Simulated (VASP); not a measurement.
Wanted: the native input for a VASP 6.6.1 run.

- Task: G0W0 quasiparticle levels
- Functional: PBE
- Potentials or basis: VASP PAW PBE potentials, release 64 (Li_GW, H_GW)
- Cutoff: 500 eV
- k mesh: 6 × 6 × 6
- Occupations: gaussian, width 0.01 eV
- Spin: no spin polarisation
- Dipole correction: no
- GW scheme: G0W0
- GW iterations: 1
- Cutoff of the response function: 120
- Frequency points: 96
- Empty bands: 47
- Further INCAR settings: ALGO = EVGW0; EDIFF = 1e-08; NBANDS = 48

LiH:

```
CELL_PARAMETERS angstrom
0.00000 1.99847 1.99847
1.99847 0.00000 1.99847
1.99847 1.99847 0.00000
ATOMIC_POSITIONS crystal
Li 0.00000 0.00000 0.00000
H 0.50000 0.50000 0.50000
```

The input as run:

POSCAR

```
LiH
1.0
    0.0000000000      1.9984726919      1.9984726919
    1.9984726919      0.0000000000      1.9984726919
    1.9984726919      1.9984726919      0.0000000000
Li H
1 1
Direct
    0.0000000000      0.0000000000      0.0000000000
    0.5000000000      0.5000000000      0.5000000000
```

INCAR.step1

```
ALGO = Normal
EDIFF = 1E-8
ENCUT = 500
GGA = PE
ISMEAR = 0
LASPH = True
LCHARG = False
LREAL = False
LWAVE = True
NELM = 100
PREC = Accurate
SIGMA = 0.01
```

INCAR.step2

```
ALGO = Exact
EDIFF = 1E-8
ENCUT = 500
GGA = PE
ISMEAR = 0
ISTART = 1
LASPH = True
LCHARG = False
LOPTICS = True
LREAL = False
LWAVE = True
NBANDS = 48
NELM = 1
PREC = Accurate
SIGMA = 0.01
```

INCAR.step3

```
ALGO = EVGW0
EDIFF = 1E-8
ENCUT = 500
ENCUTGW = 120.0
GGA = PE
ISMEAR = 0
ISTART = 1
LASPH = True
LCHARG = False
LREAL = False
LWAVE = False
NBANDS = 48
NBANDSGW = 9
NELMGW = 1
NOMEGA = 96
OMEGAMAX = 20
PREC = Accurate
PRECFOCK = Fast
SIGMA = 0.01
```

KPOINTS

```
k-points
0
Gamma
  6 6 6
```

Potentials or basis: VASP PAW PBE potentials, release 64 (Li_GW, H_GW).

Command:

```bash
$ cat potpaw_PBE.64/Li_GW/POTCAR potpaw_PBE.64/H_GW/POTCAR > POTCAR
$ cp INCAR.step1 INCAR
$ mpirun -np 1 vasp_std > vasp.out
$ cp INCAR.step2 INCAR
$ mpirun -np 1 vasp_std > vasp.out
$ cp INCAR.step3 INCAR
$ mpirun -np 1 vasp_std > vasp.out
```

It gave:

| Item | Value |
| --- | --- |
| Quasiparticle gap | 4.87 eV |
| Least direct quasiparticle gap | 4.87 eV |
| Band gap of the starting levels on the mesh | 2.98 eV |
| Least direct gap of the starting levels on the mesh | 2.98 eV |

Caveat: the k points lie up to 0.45 Å⁻¹ apart; bands, screening cutoff and mesh are small and nothing is extrapolated, so the quasiparticle values aren't converged.

Wall time 34 s on 1 thread of Intel(R) Xeon(R) 6975P-C (Granite Rapids) (shared host), peak memory 0.24 GiB.
